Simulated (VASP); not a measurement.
# Ba15Ti16O48 (a cell with a defect) in VASP: single point with r2SCAN

Aim: the single point of Ba15Ti16O48 (a cell with a defect) with r2SCAN.

All numbers are computed with VASP 6.6.1; they aren't measurements. Logs are shortened: lines on timing, memory, paths and dates and some standing lists are left out, and cuts for length are marked.

**1. The cell of the first run**

The cell holds a defect, 79 atoms: a = 11.587 Å, b = 11.587 Å, c = 11.270 Å, α = 60.90°, β = 60.90°, γ = 58.20°.

**2. Single point, r2SCAN**

POSCAR

```
Ba15Ti16O48
1.0
    0.0000000000      7.9691230600      8.4107998800
    7.9691230600      0.0000000000      8.4107998800
    7.9691230600      7.9691230600      0.0000000000
Ba Ti O
15 16 48
Direct
    0.1355289500      0.1556493200      0.0979261500
    0.1476653800      0.1497716300      0.6027205200
    0.3979240200      0.4023798600      0.8489450000
    0.2822419800      0.5350760400      0.2150296500
    0.4010084200      0.8960189000      0.3595220900
    0.1453558400      0.6467527700      0.5995353000
    0.3923497400      0.9038362500      0.8488789200
    0.6446921200      0.1489756200      0.1010269600
    0.8900088600      0.4016712500      0.3487534800
    0.6448699000      0.1514183200      0.5974686200
    0.9037672800      0.3963324300      0.8551482300
    0.6547911200      0.6534025500      0.0978843600
    0.8999317100      0.8971133400      0.3473039700
    0.6357464800      0.6566694300      0.5951920200
    0.8972966300      0.8962115700      0.8526557700
    0.0165806100      0.0335052400      0.4757167000
    0.2687842100      0.2591792400      0.2198635000
    0.0170109700      0.0279185200      0.9758128200
    0.2796725200      0.2827755900      0.7064963500
    0.0036581800      0.5224130500      0.4808015700
    0.2802647200      0.8019587600      0.2165951600
    0.0343712800      0.5310310700      0.9657343300
    0.2612309900      0.7823019700      0.7342267200
    0.5241794400      0.0400367700      0.4599709500
    0.7526470100      0.2884688200      0.2253330300
    0.5231361100      0.0286594000      0.9652304700
    0.7685859700      0.2838762700      0.7225310300
    0.5095533600      0.5330023600      0.4674859500
    0.7873436000      0.7759364500      0.2121136200
    0.5437138500      0.5444952400      0.9508110900
    0.7746238800      0.7796731700      0.7125191300
    0.1327447200      0.3786011400      0.1199850300
    0.3859082800      0.1342541100      0.3676224300
    0.1222530500      0.3902656600      0.3755729000
    0.3808271400      0.1264296400      0.1216826400
    0.1339955800      0.1343833400      0.3701071600
    0.3882405800      0.3530767400      0.1088934100
    0.1341289200      0.3846772500      0.6255846000
    0.3937576600      0.1414565900      0.8602029000
    0.1432658600      0.3917014700      0.8642799700
    0.3901811900      0.1391120400      0.6147255500
    0.1341193200      0.1281486600      0.8712547100
    0.3876408500      0.3882812600      0.6111398700
    0.1552364500      0.8779205000      0.1168003900
    0.3881993200      0.6379953900      0.3520355800
    0.1508294100      0.8905980900      0.3586656800
    0.4362891900      0.6673770300      0.0693915900
    0.0996211400      0.6389553600      0.3968309400
    0.3918479900      0.9012112700      0.1105657300
    0.1426830000      0.8816794800      0.6171796500
    0.4066858500      0.6319616200      0.8594058500
    0.1441183800      0.8856019600      0.8613459400
    0.3941205500      0.6308054700      0.6055254300
    0.1442111600      0.6344042700      0.8623786500
    0.3814812100      0.8800044000      0.6218059300
    0.6395118900      0.3921182200      0.1040357900
    0.8950204300      0.1320500400      0.3657978200
    0.6451048100      0.3832540900      0.3618317500
    0.8936444500      0.1307253600      0.1118464700
    0.6386920300      0.1401315600      0.3577507500
    0.8766717800      0.3806744300      0.1192643900
    0.6465561300      0.3822142400      0.6136896400
    0.8955017300      0.1316438200      0.8632093900
    0.6508327900      0.3861510800      0.8581259600
    0.8934672200      0.1333719900      0.6143462600
    0.6326413600      0.1373307700      0.8692314100
    0.8841262400      0.3860046700      0.6184176100
    0.6461906400      0.8885551800      0.1163995000
    0.8718846300      0.6391417100      0.3748925600
    0.6373704500      0.8965729700      0.3659096700
    0.8910827800      0.6394142900      0.1145853300
    0.6276293200      0.6312248000      0.3647833200
    0.8895782400      0.8864585100      0.1141887000
    0.6424543700      0.8964475100      0.6111090300
    0.8980567800      0.6395778600      0.8654583000
    0.6406019600      0.8910163800      0.8649839300
    0.8801451800      0.6383562800      0.6233382200
    0.6578591800      0.6398621600      0.8421799800
    0.8901697700      0.8837977000      0.6121442400
```

INCAR.step1

```
SYSTEM = Ba15Ti16O48
ALGO     = Normal         ! electronic algorithm
EDIFF    = 1E-5           ! SCF threshold, eV
ENCUT    = 580            ! plane-wave cutoff, eV
GGA      = PE             ! functional
GGA_COMPAT= .False.      
ISMEAR   = -1             ! smearing method
LASPH    = .True.         ! aspherical terms in the spheres
LCHARG   = .False.        ! write CHGCAR
LREAL    = Auto         
LWAVE    = .True.         ! write WAVECAR
NBANDS   = 360            ! bands
NELECT   = 632.0        
NELM     = 120            ! most SCF steps
PREC     = Accurate       ! precision mode
SIGMA    = 0.01           ! smearing width, eV
```

INCAR.step2

```
SYSTEM = Ba15Ti16O48
ALGO     = Normal         ! electronic algorithm
EDIFF    = 1E-6           ! SCF threshold, eV
ENCUT    = 580            ! plane-wave cutoff, eV
GGA_COMPAT= .False.      
ISIF     = 2              ! what is computed and relaxed
ISMEAR   = -1             ! smearing method
ISTART   = 1            
LASPH    = .True.         ! aspherical terms in the spheres
LCHARG   = .True.         ! write CHGCAR
LELF     = .True.         ! ELF
LMIXTAU  = .True.       
LREAL    = Auto         
LVHAR    = .True.       
LWAVE    = .False.        ! write WAVECAR
METAGGA  = R2SCAN         ! meta-GGA
NBANDS   = 360            ! bands
NELECT   = 632.0        
NELM     = 120            ! most SCF steps
PREC     = Accurate       ! precision mode
SIGMA    = 0.01           ! smearing width, eV
```

KPOINTS

```
k-points
0
Gamma
  1 1 1
  0 0 0
```

Potentials or basis: VASP PAW PBE potentials, release 64 (Ba_sv, Ti_sv, O).

On the command line:

```console
$ cat potpaw_PBE.64/Ba_sv/POTCAR potpaw_PBE.64/Ti_sv/POTCAR potpaw_PBE.64/O/POTCAR > POTCAR
$ cp INCAR.step1 INCAR
$ mpirun -np 1 vasp_gam > vasp.out
$ cp INCAR.step2 INCAR
$ mpirun -np 1 vasp_gam > vasp.out
```

OUTCAR:

```text
SYSTEM = Ba15Ti16O48
   EDIFF = 1E-6
   ENCUT = 580
   ISIF = 2
   ISMEAR = -1
   ISTART = 1
   LASPH = .True.
   LREAL = Auto
   METAGGA = R2SCAN
   NELECT = 632.0
   NELM = 120
   PREC = Accurate

 ion  position               nearest neighbor table
   1  0.136  0.156  0.098-  32 2.70  40 2.73  42 2.73  61 2.74  35 2.81  39 2.88  49 2.88  59 2.89
                            36 2.95  57 2.96  44 3.01  46 3.04  21 3.32  17 3.37  18 3.45  16 3.54
   2  0.148  0.150  0.603-  34 2.71  33 2.74  38 2.77  36 2.80  41 2.81  67 2.83  42 2.84  55 2.85
                            63 2.98  65 2.99  52 3.03  50 3.06  23 3.45  19 3.47  20 3.49  18 3.50
   3  0.398  0.402  0.849-  37 2.65  53 2.73  54 2.74  51 2.78  62 2.80  43 2.83  66 2.83  64 2.89
                            40 2.94  39 2.99  32 3.13  35 3.20  22 3.41  27 3.48  17 3.50  26 3.50
   4  0.282  0.535  0.215-  48 2.37  37 2.38  47 2.41  34 2.57  30 3.05  21 3.09  20 3.17  44 3.21
                            45 3.24  17 3.25  51 3.33  56 3.35  13 4.42   6 4.42   3 4.45   8 4.45
   5  0.401  0.896  0.360-  35 2.71  33 2.72  55 2.77  70 2.78  72 2.79  68 2.83  49 2.83  36 2.86
                            46 2.94  53 2.98  50 3.00  45 3.11  21 3.35  17 3.41  28 3.42  24 3.47
   6  0.145  0.647  0.600-  48 2.63  79 2.78  50 2.81  46 2.81  53 2.82  43 2.83  45 2.84  54 2.89
                            38 2.97  75 2.98  77 3.00  40 3.01  19 3.41  28 3.42  22 3.43  31 3.47
   7  0.392  0.904  0.849-  47 2.66  41 2.72  42 2.73  55 2.77  39 2.83  74 2.83  76 2.89  52 2.92
                            49 2.93  44 2.95  78 2.98  51 3.01  30 3.37  21 3.45  23 3.45  26 3.49
   8  0.645  0.149  0.101-  37 2.64  66 2.75  64 2.78  56 2.80  60 2.81  63 2.83  59 2.84  73 2.86
                            68 2.93  70 3.00  33 3.05  35 3.09  24 3.36  25 3.49  18 3.49  29 3.49
   9  0.890  0.402  0.349-  32 2.73  71 2.74  34 2.78  72 2.79  61 2.80  69 2.80  58 2.88  36 2.89
[... 35 lines left out ...]
  27  0.769  0.284  0.723-  67 1.83  62 1.85  64 1.91  65 2.08  63 2.15  66 2.38   3 3.48  14 3.49
                             9 3.50   2 3.55   8 3.55  11 3.56  10 3.58  15 3.63
  28  0.510  0.533  0.467-  72 1.82  53 1.89  45 1.89  58 2.05  43 2.25  62 2.26   5 3.42   6 3.42
                            12 3.48  14 3.54   9 3.57   3 3.57  10 3.57
  29  0.787  0.776  0.212-  73 1.79  71 1.89  68 1.91  69 2.03  70 2.20  15 3.37  13 3.46  12 3.47
                             8 3.49   9 3.53  14 3.61   5 3.63
  30  0.544  0.544  0.951-  78 1.77  51 1.87  47 1.93  56 2.04  64 2.05   4 3.05  14 3.34   7 3.37
                            11 3.38  12 3.44   3 3.68   8 3.74
  31  0.775  0.780  0.713-  79 1.85  77 1.87  74 1.87  76 2.12  78 2.16  75 2.21  13 3.42   6 3.47
                            10 3.48  15 3.55  14 3.56   7 3.59  11 3.60  12 3.61
  32  0.133  0.379  0.120-  17 1.89  22 2.06   1 2.70   9 2.73   3 3.13
  33  0.386  0.134  0.368-  24 1.87  17 2.12   5 2.72   2 2.74   8 3.05
  34  0.122  0.390  0.376-  20 1.90  17 2.29   4 2.57   2 2.71   9 2.78
  35  0.381  0.126  0.122-  17 1.85  26 2.06   5 2.71   1 2.81   8 3.09   3 3.20
  36  0.134  0.134  0.370-  16 1.84  17 2.20   2 2.80   5 2.86   9 2.89   1 2.95
  37  0.388  0.353  0.109-  17 1.80   4 2.38   8 2.64   3 2.65
  38  0.134  0.385  0.626-  19 1.85  20 2.20  11 2.66   2 2.77   6 2.97
  39  0.394  0.141  0.860-  26 1.87  19 2.15   7 2.83   1 2.88  10 2.98   3 2.99
  40  0.143  0.392  0.864-  22 1.94  19 2.14   1 2.73  11 2.80   3 2.94   6 3.01
  41  0.390  0.139  0.615-  19 1.90  24 2.05   7 2.72   2 2.81  10 2.94
  42  0.134  0.128  0.871-  18 1.83   1 2.73   7 2.73  11 2.83   2 2.84
  43  0.388  0.388  0.611-  19 1.80  28 2.25  10 2.79   3 2.83   6 2.83
  44  0.155  0.878  0.117-  21 1.85  18 2.23  13 2.82   7 2.95   1 3.01   4 3.21
  45  0.388  0.638  0.352-  28 1.89  21 2.01   6 2.84  12 3.04   5 3.11   4 3.24
  46  0.151  0.891  0.359-  21 1.87  16 2.08   6 2.81  13 2.93   5 2.94   1 3.04
  47  0.436  0.667  0.069-  30 1.93  21 2.25   4 2.41  12 2.62   7 2.66
  48  0.100  0.639  0.397-  20 1.81   4 2.37   6 2.63  13 2.64
  49  0.392  0.901  0.111-  21 1.77  26 2.18   5 2.83  12 2.88   1 2.88   7 2.93
  50  0.143  0.882  0.617-  23 1.89  16 2.14  15 2.78   6 2.81   5 3.00   2 3.06
  51  0.407  0.632  0.859-  30 1.87  23 2.17   3 2.78  14 2.88   7 3.01   4 3.33
  52  0.144  0.886  0.861-  23 1.84  18 2.05  15 2.84   7 2.92   2 3.03
  53  0.394  0.631  0.606-  28 1.89  23 2.24   3 2.73   6 2.82  14 2.91   5 2.98
  54  0.144  0.634  0.862-  22 1.79  23 2.24   3 2.74  15 2.87   6 2.89
  55  0.381  0.880  0.622-  23 1.84  14 2.71   7 2.77   5 2.77   2 2.85
  56  0.640  0.392  0.104-  25 1.88  30 2.04   8 2.80  11 2.99  12 3.09   4 3.35
[... 298 lines left out ...]
   POTIM  = 0.5000    time-step for ionic-motion
   TEBEG  =    0.0;   TEEND  =   0.0 temperature during run
   PSTRESS=    0.0 pullay stress
   NELECT =     632.0000    total number of electrons
   NUPDOWN=      -1.0000    fix difference up-down
   EMIN   =  10.00;   EMAX   =-10.00  energy-range for DOS
   EFERMI =   0.00;   METHOD = LEGACY
   ISMEAR =    -1;   SIGMA  =   0.01  broadening in eV -4-tet -1-fermi 0-gaus
   EFERMI_NEDOS =   21; number of points for ismear=-14 and -15
   IALGO  =     38    algorithm
   IMIX   =      4    mixing-type and parameters
     AMIX     =   0.40;   BMIX     =  1.00
     AMIX_MAG =   1.60;   BMIX_MAG =  1.00
  volume/ion in A,a.u.               =      13.52        91.26
  Fermi-wavevector in a.u.,A,eV,Ry     =   1.374309  2.597068 25.697668  1.888725
  Thomas-Fermi vector in A             =   2.499747
   LORBIT       =      0    0 simple, 1 ext, 2 COOP (PROOUT), +10 PAW based schemes
   METAGGA = R2SCAN    functional components
   LHFCALC =     F    Hartree Fock is set to
   AEXX    =    0.0000 exact exchange contribution
   IVDW    =     0    specifies the selected vdW correction
   LEPSILON=     F    determine dielectric tensor
   LRPA    =     F    only Hartree local field effects (RPA)
 non-spin polarized calculation
  energy-cutoff  :      580.00
  volume of cell :     1068.29
 maximum number of plane-waves:     16945
 NGX is ok and might be reduce to    90
   NGX = 45   NGY = 45   NGZ = 45

 number of electron     632.0000004 magnetization

 Free energy of the ion-electron system (eV)
  ---------------------------------------------------
  ext. energy  EPLUGINS =         0.00000000
  ---------------------------------------------------
  free energy    TOTEN  =     -1141.08509509 eV

  energy without entropy =    -1141.08509509  energy(sigma->0) =    -1141.08509509

 E-fermi :   3.4058     XC(G=0): -11.4858

 val. band max:        3.1558380530   @ k =   0.0000   0.0000   0.0000
 cond. band min:       5.9339656626   @ k =   0.0000   0.0000   0.0000
 fundamental gap:      2.7781276097
 Fermi energy:         3.4057693337

 k-point     1 :       0.0000    0.0000    0.0000
  band No.  band energies     occupation
      1     -55.5741      2.00000
      2     -55.5668      2.00000
      3     -55.5371      2.00000
      4     -55.5242      2.00000
      5     -55.5162      2.00000
      6     -55.5128      2.00000
[... 320 lines left out ...]
    327       6.7027      0.00000
    328       6.7394      0.00000
 [bands above 328 left out]

------------------------ aborting loop because EDIFF is reached ----------------------------------------

  FORCE on cell =-STRESS in cart. coord.  units (eV):
  Direction    XX          YY          ZZ          XY          YZ          ZX
  --------------------------------------------------------------------------------------
  -------------------------------------------------------------------------------------
  Total       34.3195634     20.4406241     35.5247265     -0.3287213     -4.7619219     -2.7333127
  in kB       51.4711622     30.6560624     53.2786194     -0.4930036     -7.1417475     -4.0993174
  external PRESSURE =      45.1352814 kB  Pullay stress =       0.0000000 kB

 VOLUME and BASIS-vectors are now :
 -----------------------------------------------------------------------------
  energy-cutoff  :      580.00
  volume of cell :     1068.29
      direct lattice vectors                 reciprocal lattice vectors
     0.000000000  7.969123060  8.410799880    -0.062742161  0.062742161  0.059447378
     7.969123060  0.000000000  8.410799880     0.062742161 -0.062742161  0.059447378
     7.969123060  7.969123060  0.000000000     0.062742161  0.062742161 -0.059447378

 POSITION                                       TOTAL-FORCE (eV/Angst)
 -----------------------------------------------------------------------------------
      2.02077      1.86043      2.44904        -0.028418      0.070153     -0.077225
      5.99670      5.97992      2.50168         0.017135      0.016979     -0.087870
      9.97196      9.93645      6.73120        -0.024960      0.028230     -0.078779
      5.97768      3.96282      6.87430        -0.011650     -0.007647      0.095791
     10.00556      6.06076     10.90904        -0.034258     -0.018986     -0.105982
      9.93182      5.93613      6.66227        -0.000620      0.023806     -0.042119
[... 71 lines left out ...]
     11.81058     11.95400     10.91487         0.045948     -0.018841      0.048043
     11.92135     11.97213     14.92049         0.022266     -0.040479     -0.002259
 -----------------------------------------------------------------------------------
    total drift:                               -0.004322      0.009290     -0.008148

  FREE ENERGIE OF THE ION-ELECTRON SYSTEM (eV)
  ---------------------------------------------------
  free  energy   TOTEN  =     -1141.0850950943 eV

  energy  without entropy=    -1141.0850950943  energy(sigma->0) =    -1141.08509509
```

Wall time 2.3 h (1 thread of Intel Xeon 8259CL, shared host); peak memory 1.8 GiB.

What came out:

* Free energy: -1141.0851 eV
* Largest force: 0.327 eV/Å

Forces on the atoms (eV/Å):
```
Ba  -0.028  0.070 -0.077
Ba   0.017  0.017 -0.088
Ba  -0.025  0.028 -0.079
Ba  -0.012 -0.008  0.096
Ba  -0.034 -0.019 -0.106
Ba  -0.001  0.024 -0.042
Ba  -0.013  0.024 -0.015
Ba  -0.003  0.020 -0.047
Ba   0.011  0.053 -0.068
Ba   0.011  0.036 -0.072
Ba  -0.005 -0.007 -0.111
Ba  -0.014  0.028 -0.083
Ba   0.031  0.026 -0.063
Ba  -0.008  0.069 -0.081
Ba   0.018  0.031 -0.055
Ti  -0.061  0.083 -0.096
Ti   0.116  0.055  0.047
Ti  -0.079  0.096 -0.113
Ti   0.009  0.032 -0.067
Ti   0.067  0.099  0.031
Ti  -0.088  0.050 -0.028
Ti   0.088  0.087 -0.087
Ti  -0.085  0.094 -0.094
Ti   0.088  0.041 -0.072
Ti  -0.057  0.091 -0.103
Ti   0.089  0.084 -0.088
Ti  -0.034  0.087 -0.106
Ti  -0.085  0.108 -0.109
Ti   0.033  0.068 -0.076
Ti   0.035  0.050 -0.067
Ti   0.042  0.099 -0.095
O   -0.036 -0.035  0.122
O   -0.034  0.002  0.100
O   -0.022 -0.035 -0.140
O   -0.058 -0.039  0.098
O   -0.031 -0.040  0.023
O   -0.206 -0.017 -0.253
O   -0.049 -0.009  0.098
O   -0.012 -0.023  0.044
O   -0.014 -0.045  0.098
O   -0.023 -0.049  0.094
O    0.004 -0.049 -0.014
O   -0.006 -0.038  0.041
O    0.020 -0.009  0.045
O    0.022 -0.059  0.070
O    0.002 -0.041  0.046
O   -0.057 -0.024  0.184
O    0.192 -0.016 -0.219
O   -0.008 -0.013  0.022
O    0.035 -0.036  0.080
O    0.064 -0.021  0.039
O    0.036 -0.027  0.045
O    0.028 -0.056  0.078
O    0.028 -0.024  0.040
O    0.046 -0.043 -0.021
O    0.036 -0.040  0.071
O    0.027 -0.015  0.069
O    0.040 -0.092  0.066
O    0.024 -0.073  0.081
O    0.020 -0.029  0.034
O    0.038 -0.032 -0.024
O    0.025 -0.022  0.072
O    0.031 -0.037  0.074
O    0.030 -0.045  0.076
O    0.006 -0.059  0.092
O   -0.050 -0.038 -0.004
O    0.008 -0.042  0.022
O   -0.023 -0.016  0.062
O   -0.061 -0.039  0.121
O   -0.015 -0.025  0.104
O   -0.030 -0.007  0.099
O    0.020 -0.011 -0.022
O   -0.018 -0.011  0.039
O   -0.038 -0.031  0.030
O   -0.043 -0.020  0.050
O   -0.025 -0.065  0.068
O   -0.012 -0.062  0.067
O    0.046 -0.019  0.048
O    0.022 -0.040 -0.002
```

Caveat: the k points lie up to 0.67 Å⁻¹ apart; the cell carries a net charge on a neutralising background, which shifts energy and pressure; the cell is charged against a uniform background, so pressure and absolute levels hang on convention; the PAW data sets were made with another functional, which shifts forces and pressure a little; spin-orbit coupling is left out, which moves the levels of the heavy elements.
